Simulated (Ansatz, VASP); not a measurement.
One calculation of Ba4Ti4TeO11, two programs

```
CELL_PARAMETERS angstrom
-4.00600 4.00600 4.00600
4.00600 -4.00600 4.00600
4.00600 4.00600 -4.00600
ATOMIC_POSITIONS crystal
Ba 0.52039 0.51019 0.51019
Ba 0.00000 0.98981 0.51019
Ba 0.00000 0.51019 0.98981
Ba 0.47961 0.98981 0.98981
Ti 0.00000 0.96821 0.96821
Ti 0.50000 0.50000 0.00000
Ti 0.50000 0.00000 0.50000
Ti 0.00000 0.53179 0.53179
Te 0.00000 0.25000 0.25000
O 0.50000 0.75000 0.25000
O 0.50000 0.25000 0.75000
O 0.00000 0.75000 0.75000
O 0.25206 0.98272 0.23478
O 0.74794 0.51728 0.26522
O 0.74794 0.98272 0.73066
O 0.25206 0.51728 0.76934
O 0.25206 0.23478 0.98272
O 0.74794 0.73066 0.98272
O 0.74794 0.26522 0.51728
O 0.25206 0.76934 0.51728
```

Alike in both runs: functional PBE; k mesh 3 × 3 × 3; occupations fermi-dirac, width 0.01 eV; no spin polarisation.

Ansatz relaxed the structure, and its values are those at the end. VASP's run is a single point on that final structure, the one shown.

|  | VASP | Ansatz |
| --- | --- | --- |
| version | VASP 6.6.1 | Ansatz 0.2.0 |
| potentials or method | VASP PAW PBE potentials, release 64 (Ba_sv, Ti_sv, Te, O) | plane-wave PAW, scalar-relativistic |
| plane-wave cutoff (eV) | 520 | 420 |
| valence electrons in the cell | 160 | 170 |

|  | VASP | Ansatz | Ansatz less VASP |
| --- | --- | --- | --- |
| gap on the k mesh at the Fermi level (eV) | 0.44 | 0.48 | +0.033 |
| pressure (GPa) | 26.3 | 24.2 | -2.12 |
| rms of the force components (eV/Å) | 0.038 | 0.000 | -0.0376 |

With one functional, cell and mesh, what is left measures potentials, basis and numerics. VASP's potentials hold 160 valence electrons a cell and Ansatz's 170, so a difference there can come from the potentials and not from the codes. Ansatz's warnings: stress scf threshold loose.

Neither program's run includes spin-orbit coupling.
